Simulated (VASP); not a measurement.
# Pd (Fm-3m) in VASP: further runs

Pd is run at these levels: PBE; tasks: single point.

All numbers are computed with VASP 6.6.1; they aren't measurements. Logs are shortened: lines on timing, memory, paths and dates and some standing lists are left out, and cuts for length are marked.

**1. The cell of the first run**

The structure is cubic, space group Fm-3m (No. 225). Conventional cell: a = 3.862 Å, b = 3.862 Å, c = 3.862 Å, α = 90.00°, β = 90.00°, γ = 90.00°. Pd (site symmetry m-3m) has 12 Pd at 2.73 Å within 3.6 Å.

**2. Single point, PBE (volume scaled by 0.94)**

Contents of INCAR:

```
SYSTEM = Pd
PREC = Accurate ; ENCUT = 520
EDIFF = 1E-6 ; ISMEAR = 0
SIGMA = 0.1 ; LREAL = .False.
LASPH = .True. ; NELM = 80
ALGO = Normal ; ISIF = 2
LWAVE = .False. ; LCHARG = .False.
GGA = PE ; NBANDS = 11
```

Contents of KPOINTS:

```
Automatic mesh
0
Gamma
  18 18 18
  0 0 0
```

Contents of POSCAR:

```
Pd
1.0
    0.0000000000      1.9309482567      1.9309482567
    1.9309482567      0.0000000000      1.9309482567
    1.9309482567      1.9309482567      0.0000000000
Pd
1
Direct
    0.0000000000      0.0000000000      0.0000000000
```

Potentials or basis: VASP PAW PBE potentials, release 64 (Pd).

Started as:

```sh
$ cat potpaw_PBE.64/Pd/POTCAR > POTCAR
$ mpirun -np 1 vasp_std > vasp.out
```

OUTCAR:

```text
SYSTEM = Pd
   PREC = Accurate
   ENCUT = 520
   EDIFF = 1E-6
   ISMEAR = 0
   LREAL = .False.
   LASPH = .True.
   NELM = 80
   ISIF = 2
   GGA = PE

 ion  position               nearest neighbor table
   1  0.000  0.000  0.000-

  LATTYP: Found a face centered cubic cell.
 ALAT       =     3.8618965134

  Lattice vectors:

 A1 = (   0.0000000000,   1.9309482567,   1.9309482567)
 A2 = (   1.9309482567,   0.0000000000,   1.9309482567)
 A3 = (   1.9309482567,   1.9309482567,   0.0000000000)

Analysis of symmetry for initial positions (statically):
=====================================================================
 Subroutine PRICEL returns:
 Original cell was already a primitive cell.

 Routine SETGRP: Setting up the symmetry group for a
 face centered cubic supercell.

 Subroutine GETGRP returns: Found 48 space group operations
 (whereof 48 operations were pure point group operations)
 out of a pool of 48 trial point group operations.

The static configuration has the point symmetry O_h .

Analysis of symmetry for dynamics (positions and initial velocities):
=====================================================================
 Subroutine PRICEL returns:
 Original cell was already a primitive cell.

 Routine SETGRP: Setting up the symmetry group for a
 face centered cubic supercell.

 Subroutine GETGRP returns: Found 48 space group operations
 (whereof 48 operations were pure point group operations)
 out of a pool of 48 trial point group operations.

The dynamic configuration has the point symmetry O_h .

 Subroutine INISYM returns: Found 48 space group operations
 (whereof 48 operations are pure point group operations),
 and found     1 'primitive' translations

----------------------------------------------------------------------------------------

                                     Primitive cell

  volume of cell :      14.3993

  direct lattice vectors                    reciprocal lattice vectors
     0.000000000  1.930948257  1.930948257    -0.258940134  0.258940134  0.258940134
     1.930948257  0.000000000  1.930948257     0.258940134 -0.258940134  0.258940134
     1.930948257  1.930948257  0.000000000     0.258940134  0.258940134 -0.258940134

  length of vectors
     2.730773213  2.730773213  2.730773213     0.448497468  0.448497468  0.448497468

  position of ions in fractional coordinates (direct lattice)
     0.000000000  0.000000000  0.000000000

  ion indices of the primitive-cell ions
   primitive index   ion index
                 1           1

----------------------------------------------------------------------------------------

 KPOINTS: Automatic mesh

Automatic generation of k-mesh.
 Grid dimensions read from file:
 generate k-points for:   18   18   18

 Generating k-lattice:

  Cartesian coordinates                     Fractional coordinates (reciprocal lattice)
    -0.014385563  0.014385563  0.014385563     0.055555556  0.000000000  0.000000000
     0.014385563 -0.014385563  0.014385563     0.000000000  0.055555556  0.000000000
     0.014385563  0.014385563 -0.014385563     0.000000000  0.000000000  0.055555556

  Length of vectors
     0.024916526  0.024916526  0.024916526

  Shift w.r.t. Gamma in fractional coordinates (k-lattice)
     0.000000000  0.000000000  0.000000000

 Subroutine IBZKPT returns following result:
 ===========================================

 Found    195 irreducible k-points:

 Following reciprocal coordinates:
            Coordinates               Weight
  0.000000  0.000000  0.000000      1.000000
  0.055556  0.000000  0.000000      8.000000
  0.111111  0.000000  0.000000      8.000000
  0.166667  0.000000  0.000000      8.000000
  0.222222  0.000000  0.000000      8.000000
  0.277778  0.000000  0.000000      8.000000
[... 16 lines left out ...]
 -0.277778  0.055556  0.000000     24.000000
 -0.222222  0.055556  0.000000     24.000000
 [... further k-points ...]
   k-points           NKPTS =    195   k-points in BZ     NKDIM =    195   number of bands    NBANDS=     11
   number of dos      NEDOS =    301   number of ions     NIONS =      1
   total plane-waves  NPLWV =   8000
   dimension x,y,z NGX =    20 NGY =   20 NGZ =   20
   dimension x,y,z NGXF=    40 NGYF=   40 NGZF=   40
   ions per type =               1
   NGX,Y,Z   is equivalent  to a cutoff of  12.18, 12.18, 12.18 a.u.
   NGXF,Y,Z  is equivalent  to a cutoff of  24.35, 24.35, 24.35 a.u.
 SYSTEM =  Pd
   PREC   = accura    normal or accurate (medium, high low for compatibility)
   ISTART =      0    job   : 0-new  1-cont  2-samecut
   ICHARG =      2    charge: 1-file 2-atom 10-const
   ISPIN  =      1    spin polarized calculation?
   LNONCOLLINEAR =      F non collinear calculations
   LSORBIT =      F    spin-orbit coupling
   LASPH  =      T    aspherical Exc in radial PAW
   ENCUT  =  520.0 eV  38.22 Ry    6.18 a.u.   5.08  5.08  5.08*2*pi/ulx,y,z
   NELM   =     80;   NELMIN=  2; NELMDL= -5     # of ELM steps
   EDIFF  = 0.1E-05   stopping-criterion for ELM
   LREAL  =      F    real-space projection
   EDIFFG = 0.1E-04   stopping-criterion for IOM
   NSW    =      0    number of steps for IOM
   IBRION =     -1    ionic relax: 0-MD 1-quasi-New 2-CG
   NFREE  =      0    steps in history (QN), initial steepest desc. (CG)
   ISIF   =      2    stress and relaxation
   ISYM   =      2    0-nonsym 1-usesym 2-fastsym
   POTIM  = 0.5000    time-step for ionic-motion
   TEBEG  =    0.0;   TEEND  =   0.0 temperature during run
   PSTRESS=    0.0 pullay stress
   NELECT =      10.0000    total number of electrons
   NUPDOWN=      -1.0000    fix difference up-down
   EMIN   =  10.00;   EMAX   =-10.00  energy-range for DOS
   EFERMI =   0.00;   METHOD = LEGACY
   ISMEAR =     0;   SIGMA  =   0.10  broadening in eV -4-tet -1-fermi 0-gaus
   EFERMI_NEDOS =   21; number of points for ismear=-14 and -15
   IALGO  =     38    algorithm
   IMIX   =      4    mixing-type and parameters
     AMIX     =   0.40;   BMIX     =  1.00
     AMIX_MAG =   1.60;   BMIX_MAG =  1.00
  volume/ion in A,a.u.               =      14.40        97.17
  Fermi-wavevector in a.u.,A,eV,Ry     =   1.449754  2.739637 28.596528  2.101786
  Thomas-Fermi vector in A             =   2.567444
   LORBIT       =      0    0 simple, 1 ext, 2 COOP (PROOUT), +10 PAW based schemes
   GGA     = PE    functional components
   LHFCALC =     F    Hartree Fock is set to
   AEXX    =    0.0000 exact exchange contribution
   IVDW    =     0    specifies the selected vdW correction
   LEPSILON=     F    determine dielectric tensor
   LRPA    =     F    only Hartree local field effects (RPA)
 non-spin polarized calculation
 Gauss-broadening in eV      SIGMA  =   0.10
  energy-cutoff  :      520.00
  volume of cell :       14.40
 maximum number of plane-waves:       397
   NGX = 11   NGY = 11   NGZ = 11

 number of electron      10.0000003 magnetization

 Free energy of the ion-electron system (eV)
  ---------------------------------------------------
  ext. energy  EPLUGINS =         0.00000000
  ---------------------------------------------------
  free energy    TOTEN  =        -5.19437257 eV

  energy without entropy =       -5.18307318  energy(sigma->0) =       -5.18872287

 E-fermi :  10.1943     XC(G=0): -13.3361

 val. band max:       10.1919463798   @ k =   0.5000   0.1111   0.0000
 cond. band min:      10.1947029062   @ k =   0.4444   0.1667   0.0000
 fundamental gap:      0.0027565265
 Fermi energy:        10.1943333991

 k-point     1 :       0.0000    0.0000    0.0000
  band No.  band energies     occupation
      1       2.8676      2.00000
      2       7.2440      2.00000
      3       7.2440      2.00000
      4       7.2440      2.00000
      5       8.9196      2.00000
      6       8.9196      2.00000
      7      27.3966      0.00000
      8      32.3132      0.00000
      9      32.3132      0.00000
     10      32.3132      0.00000
     11      36.3293      0.00000

 k-point     2 :       0.0556    0.0000    0.0000
  band No.  band energies     occupation
      1       2.9825      2.00000
      2       7.2019      2.00000
      3       7.2847      2.00000
      4       7.2847      2.00000
      5       8.8996      2.00000
      6       8.8996      2.00000
      7      27.5255      0.00000
      8      31.5513      0.00000
      9      32.4506      0.00000
     10      32.4506      0.00000
     11      36.3640      0.00000

 k-point     3 :       0.1111    0.0000    0.0000
  band No.  band energies     occupation
      1       3.3142      2.00000
      2       7.0970      2.00000
      3       7.3910      2.00000
      4       7.3910      2.00000
      5       8.8575      2.00000
      6       8.8575      2.00000
      7      27.8251      0.00000
      8      30.0045      0.00000
      9      32.8422      0.00000
     10      32.8422      0.00000
     11      36.3867      0.00000

 k-point     4 :       0.1667    0.0000    0.0000
  band No.  band energies     occupation
      1       3.8130      2.00000
      2       6.9995      2.00000
      3       7.5099      2.00000
      4       7.5099      2.00000
      5       8.8507      2.00000
      6       8.8507      2.00000
      7      27.6179      0.00000
      8      28.7595      0.00000
      9      33.4184      0.00000
     10      33.4184      0.00000
     11      36.4148      0.00000

 k-point     5 :       0.2222    0.0000    0.0000
  band No.  band energies     occupation
      1       4.3548      2.00000
      2       7.0560      2.00000
      3       7.5608      2.00000
      4       7.5608      2.00000
      5       8.9616      2.00000
      6       8.9616      2.00000
      7      25.9190      0.00000
      8      28.6277      0.00000
      9      34.0050      0.00000
     10      34.0050      0.00000
     11      36.1488      0.00000

 k-point     6 :       0.2778    0.0000    0.0000
  band No.  band energies     occupation
      1       4.7233      2.00000
      2       7.4935      2.00000
      3       7.5104      2.00000
      4       7.5104      2.00000
      5       9.2157      2.00000
      6       9.2157      2.00000
      7      23.9130      0.00000
      8      28.2863      0.00000
      9      34.0923      0.00000
     10      34.0923      0.00000
     11      36.2927      0.00000

 k-point     7 :       0.3333    0.0000    0.0000
  band No.  band energies     occupation
      1       4.8248      2.00000
      2       7.4040      2.00000
      3       7.4040      2.00000
      4       8.3911      2.00000
      5       9.5460      2.00000
      6       9.5460      2.00000
      7      21.8648      0.00000
      8      27.7341      0.00000
      9      33.3175      0.00000
     10      33.3175      0.00000
     11      36.8888      0.00000

 k-point     8 :       0.3889    0.0000    0.0000
  band No.  band energies     occupation
      1       4.7881      2.00000
      2       7.2960      2.00000
      3       7.2960      2.00000
      4       9.5513      2.00000
      5       9.8628      2.00000
      6       9.8628      2.00000
      7      19.9290      0.00000
      8      27.2203      0.00000
      9      32.4027      0.00000
     10      32.4027      0.00000
     11      36.3597      0.00000
[... 141 lines left out ...]
 k-point    19 :       0.5000    0.0556    0.0000
  band No.  band energies     occupation
      1       4.7883      2.00000
      2       7.1297      2.00000
      3       7.2655      2.00000
      4       9.5744      2.00000
      5      10.1766      1.19849
      6      11.7503      0.00000
      7      17.7873      0.00000
      8      26.8579      0.00000
      9      31.1435      0.00000
     10      31.2471      0.00000
     11      36.3760      0.00000

 k-point    20 :      -0.4444    0.0556    0.0000
  band No.  band energies     occupation
      1       4.7977      2.00000
      2       7.1485      2.00000
      3       7.2648      2.00000
      4       9.5754      2.00000
      5      10.0675      1.92715
      6      11.6175      0.00000
      7      18.0238      0.00000
      8      26.8900      0.00000
      9      30.9215      0.00000
     10      31.6458      0.00000
     11      36.3743      0.00000

 k-point    21 :      -0.3889    0.0556    0.0000
  band No.  band energies     occupation
      1       4.8491      2.00000
      2       7.2211      2.00000
      3       7.3179      2.00000
      4       9.1933      2.00000
      5       9.8126      2.00000
      6      10.8860      0.00000
      7      19.3806      0.00000
      8      27.1422      0.00000
      9      31.1012      0.00000
     10      32.4764      0.00000
     11      36.3684      0.00000

 k-point    22 :      -0.3333    0.0556    0.0000
  band No.  band energies     occupation
      1       4.9065      2.00000
      2       7.3298      2.00000
      3       7.4154      2.00000
      4       8.4191      2.00000
      5       9.4634      2.00000
      6      10.2177      0.74122
      7      21.2474      0.00000
      8      27.5795      0.00000
      9      31.6017      0.00000
     10      33.6941      0.00000
     11      36.3534      0.00000

 k-point    23 :      -0.2778    0.0556    0.0000
  band No.  band energies     occupation
      1       4.8755      2.00000
      2       7.3969      2.00000
      3       7.5323      2.00000
      4       7.6300      2.00000
      5       9.0925      2.00000
      6       9.7228      2.00000
      7      23.2894      0.00000
      8      28.1068      0.00000
      9      32.2571      0.00000
     10      35.2058      0.00000
     11      35.5550      0.00000

 k-point    24 :      -0.2222    0.0556    0.0000
  band No.  band energies     occupation
      1       4.6029      2.00000
      2       7.0156      2.00000
      3       7.5798      2.00000
      4       7.6152      2.00000
      5       8.7925      2.00000
      6       9.3409      2.00000
      7      25.3301      0.00000
      8      28.5251      0.00000
      9      32.6994      0.00000
     10      35.0134      0.00000
     11      35.4474      0.00000

 [... further k-points ...]
[... 5 lines left out ...]
  --------------------------------------------------------------------------------------
  -------------------------------------------------------------------------------------
  Total        1.0734993      1.0734993      1.0734993     -0.0000000     -0.0000000     -0.0000000
  in kB      119.4456808    119.4456808    119.4456808     -0.0000000     -0.0000000     -0.0000000
  external PRESSURE =     119.4456808 kB  Pullay stress =       0.0000000 kB

 VOLUME and BASIS-vectors are now :
 -----------------------------------------------------------------------------
  energy-cutoff  :      520.00
  volume of cell :       14.40
      direct lattice vectors                 reciprocal lattice vectors
     0.000000000  1.930948257  1.930948257    -0.258940134  0.258940134  0.258940134
     1.930948257  0.000000000  1.930948257     0.258940134 -0.258940134  0.258940134
     1.930948257  1.930948257  0.000000000     0.258940134  0.258940134 -0.258940134

 POSITION                                       TOTAL-FORCE (eV/Angst)
 -----------------------------------------------------------------------------------
      0.00000      0.00000      0.00000         0.000000      0.000000     -0.000000
 -----------------------------------------------------------------------------------
    total drift:                               -0.000000     -0.000000     -0.000000

  FREE ENERGIE OF THE ION-ELECTRON SYSTEM (eV)
  ---------------------------------------------------
  free  energy   TOTEN  =        -5.1943725711 eV

  energy  without entropy=       -5.1830731779  energy(sigma->0) =       -5.18872287
```

Wall time 11 s (1 thread of AMD EPYC 9R45 (Zen 5), shared host); peak memory 0.11 GiB.

What came out:

```
Free energy            : -5.1944 eV
Pressure               : 11.9 GPa
Band gap on the k mesh : zero (band 5 reaches 10.50 eV, above the bottom of band 6 at 8.85 eV)
```

Caveat: the cell differs from its parent crystal (volume scaled by 0.94).

**3. Single point, PBE**

This run uses another cell than the first one, of 14.75 Å³/atom, 1.024 times its volume.

Contents of INCAR:

```
SYSTEM = Pd
PREC     = Accurate       ! precision mode
ENCUT    = 520            ! plane-wave cutoff, eV
EDIFF    = 1E-6           ! SCF threshold, eV
ISMEAR   = 0              ! smearing method
SIGMA    = 0.1            ! smearing width, eV
LREAL    = .False.        ! projectors in reciprocal space
LASPH    = .True.         ! aspherical terms in the spheres
NELM     = 100            ! most SCF steps
ALGO     = Fast           ! electronic algorithm
ISIF     = 2              ! what is computed and relaxed
LWAVE    = .False.        ! write WAVECAR
LCHARG   = .True.         ! write CHGCAR
GGA      = PE             ! functional
LELF     = .True.         ! ELF
LVHAR    = .True.       
NBANDS   = 11             ! bands
```

Contents of KPOINTS:

```
regular mesh
0
Gamma
  18 18 18
  0 0 0
```

Contents of POSCAR:

```
Pd
1.0
    0.0000000000      1.9465000000      1.9465000000
    1.9465000000      0.0000000000      1.9465000000
    1.9465000000      1.9465000000      0.0000000000
Pd
1
Direct
    0.0000000000      0.0000000000      0.0000000000
```

Potentials or basis: VASP PAW PBE potentials, release 64 (Pd).

Started as:

```sh
$ cat potpaw_PBE.64/Pd/POTCAR > POTCAR
$ mpirun -np 1 vasp_std > vasp.out
```

It took 13 s on 1 thread of AMD EPYC 9R45 (Zen 5), shared host; peak memory 0.11 GiB.

The run converged. Its results:

```yaml
Free_energy: -5.2148 eV
Pressure: 6.7 GPa
Band_gap_on_the_k_mesh: zero (band 5 reaches 10.07 eV, above the bottom of band 6 at 8.49 eV)
```

Levels at points of the mesh, in eV from the Fermi level:
| k point | band 1 | band 2 | band 3 | band 4 | band 5 | band 6 | band 7 | band 8 | band 9 | band 10 |
| --- | --- | --- | --- | --- | --- | --- | --- | --- | --- | --- |
| (0.00, 0.00, 0.00) | -7.14 | -2.84 | -2.84 | -2.84 | -1.23 | -1.23 | 17.20 | 21.97 | 21.97 | 21.97 |
| (0.50, 0.00, 0.00) | -5.29 | -2.88 | -2.88 | -0.02 | -0.02 | 1.02 | 7.33 | 16.55 | 21.11 | 21.11 |
| (0.50, 0.50, 0.00) | -5.39 | -5.10 | -0.05 | 0.29 | 0.29 | 3.35 | 10.78 | 13.21 | 13.21 | 21.58 |

(Continued in part 2 of 2.)
